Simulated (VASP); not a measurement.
Set up this calculation in VASP 6.6.1, as the native input.

```
Task                   : single point
Functional             : PBE
Potentials or basis    : VASP PAW PBE potentials, release 64 (Hg, Mn_pv)
Cutoff                 : 520 eV
k mesh                 : 7 × 7 × 7
Occupations            : fermi-dirac, width 0.05 eV
Spin                   : collinear spin, ferromagnetic start
Starting moments       : [0.0, 4.0] μB
Dipole correction      : no
Further INCAR settings : ALGO = Fast; EDIFF = 1e-06; NBANDS = 24
```

The structure of MnHg lies in POSCAR:

```
MnHg
1.0
    3.4195200000      0.0000000000      0.0000000000
    0.0000000000      3.4195200000      0.0000000000
    0.0000000000      0.0000000000      3.3130000000
Hg Mn
1 1
Direct
    0.0000000000      0.0000000000      0.0000000000
    0.5000000000      0.5000000000      0.5000000000
```

These files were run (other wordings do the same):

INCAR

```
SYSTEM = MnHg
PREC = Accurate
ENCUT = 520
EDIFF = 1E-6
ISMEAR = -1
SIGMA = 0.05
LREAL = .False.
LASPH = .True.
NELM = 150
ALGO = Fast
ISIF = 2
LWAVE = .False.
LCHARG = .True.
ISPIN = 2
MAGMOM = 0 4
LORBIT = 11
LMAXMIX = 4
GGA = PE
LELF = .True.
LVHAR = .True.
NBANDS = 24
```

KPOINTS

```
regular mesh
0
Gamma
  7 7 7
  0 0 0
```

Potentials or basis: VASP PAW PBE potentials, release 64 (Hg, Mn_pv).

Command:

```bash
$ cat potpaw_PBE.64/Hg/POTCAR potpaw_PBE.64/Mn_pv/POTCAR > POTCAR
$ mpirun -np 1 vasp_std > vasp.out
```

It gave:

- Pressure: -3.7 GPa
- Net moment: 3.97 μB per cell
- Site moments: Hg -0.06; Mn +3.90 μB
- Valence electrons inside the program's atomic spheres: Hg 10.54; Mn 11.35

Caveat: the cell stands under tension.

It took 37 s on 1 thread of Intel(R) Xeon(R) 6975P-C (Granite Rapids), with other jobs on the host, peak memory 0.2 GiB.
